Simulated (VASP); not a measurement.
GaH3, 12 atoms in the cell. It takes space group P6/mmm (No. 191, hexagonal). The conventional cell has a = 6.755 Å, b = 6.755 Å, c = 3.497 Å, α = 90.00°, β = 90.00°, γ = 120.00°. Within 2.3 Å of Ga (site symmetry mmm) lie 6 H at 1.75 Å. H (site symmetry mmm) has 2 Ga at 1.75 Å within 2.3 Å. Within 2.3 Å of H (site symmetry mm2) lie 2 Ga at 1.75 Å. 

| Quantity | Value |
| --- | --- |
| Program | VASP 6.6.1 |
| Task | single point |
| Functional | PBE |
| Potentials or basis | VASP PAW PBE potentials, release 64 (Ga_d, H) |
| Cutoff | 520 eV |
| k mesh | 6 × 6 × 10 |
| Occupations | gaussian, width 0.1 eV |
| Spin | no spin polarisation |
| Dipole correction | no |
| Further INCAR settings | ALGO = Normal; EDIFF = 1e-07; NBANDS = 36 |

Potentials or basis: VASP PAW PBE potentials, release 64 (Ga_d, H).

Command:

```console
$ cat potpaw_PBE.64/Ga_d/POTCAR potpaw_PBE.64/H/POTCAR > POTCAR
$ mpirun -np 1 vasp_std > vasp.out
```

Hardware: 1 thread of Oxide Virtual Turin-like Processor, on a shared host.

Question: How long does it take, and how much memory?

Answer: It took 3.7 min on 1 thread of Oxide Virtual Turin-like Processor (shared host), peak memory 0.3 GiB. Counts: scf iterations 17, k points 42.
